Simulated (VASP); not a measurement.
Here is a VASP 6.6.1 calculation.

The input POSCAR:

```
Al2O3
1.0
    2.8641420153      0.0000000000      0.0000000000
   -1.4320710077      2.4804197453      0.0000000000
    0.0000000000      0.0000000000      6.8332800470
Al O
2 3
Direct
    0.3333333333      0.6666666667      0.1993408405
    0.6666666667      0.3333333333      0.8006591595
    0.0000000000      0.0000000000      0.0000000000
    0.3333333333      0.6666666667      0.7032066442
    0.6666666667      0.3333333333      0.2967933558
```

INCAR.step1

```
SYSTEM = Al2O3
  PREC = Accurate
  ENCUT = 520
  ISMEAR = 0
  SIGMA = 0.01
  LREAL = .FALSE.
  LASPH = .TRUE.
  NELM = 80
  NBANDS = 20
  GGA = PE
  ALGO = Normal
  EDIFF = 1E-4
  LWAVE = .TRUE.
  LCHARG = .FALSE.
```

INCAR.step2

```
SYSTEM = Al2O3
  PREC = Accurate
  ENCUT = 520
  EDIFF = 1E-6
  ISMEAR = 0
  SIGMA = 0.01
  LREAL = .FALSE.
  LASPH = .TRUE.
  NELM = 80
  ALGO = Normal
  ISIF = 2
  LWAVE = .FALSE.
  LCHARG = .FALSE.
  METAGGA = R2SCAN
  LMIXTAU = .TRUE.
  NBANDS = 20
  ISTART = 1
```

KPOINTS

```
regular mesh
0
G
  9 9 4
  0 0 0
```

Potentials or basis: VASP PAW PBE potentials, release 64 (Al, O).

The run is started by

```bash
$ cat potpaw_PBE.64/Al/POTCAR potpaw_PBE.64/O/POTCAR > POTCAR
$ cp INCAR.step1 INCAR
$ mpirun -np 1 vasp_std > vasp.out
$ cp INCAR.step2 INCAR
$ mpirun -np 1 vasp_std > vasp.out
```

Question: Predict the band gap on the k mesh.

Answer: 5.62 eV (least direct gap 5.67 eV).

Question: What does it give for the pressure?

Answer: -0.1 GPa.

Question: Estimate the largest force.

Answer: 0.037 eV/Å.

Forces in eV/Å, atoms in the order of the input:
```
Al   0.000  0.000  0.023
Al   0.000  0.000 -0.023
O    0.000  0.000  0.000
O    0.000  0.000  0.037
O    0.000  0.000 -0.037
```

Caveat: the PAW data sets were made with another functional, which shifts forces and pressure a little. A k mesh can miss the band edges.
